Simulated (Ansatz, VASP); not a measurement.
# Zr in VASP and in Ansatz

```
Zr
1.0
     0.00000    3.09199    3.09199
     3.09199    0.00000    3.09199
     3.09199    3.09199    0.00000
Zr
2
Direct
  0.00000 0.00000 0.00000
  0.25000 0.25000 0.25000
```

Alike in both runs: functional r2SCAN; k mesh 16 × 16 × 16; occupations gaussian, width 0.1 eV; no spin polarisation.

Ansatz relaxed the structure, and its values are those at the end. VASP's run is a single point on that final structure, the one shown.

|  | VASP | Ansatz |
| --- | --- | --- |
| version | VASP 6.6.1 | Ansatz 0.2.0 |
| potentials or method | VASP PAW PBE potentials, release 64 (Zr_sv), cutoff 520 eV | scalar-relativistic, plane waves, PAW |
| valence electrons in the cell | 24 | 24 |

```csv
,VASP,Ansatz,Ansatz less VASP
gap on the k mesh at the Fermi level (eV),none,none,-
pressure (GPa),0.2,0.0,-0.13
```

VASP's potentials were made for PBE, not for r2SCAN. A gap of «none» marks a metal or a gap that the smearing closes.
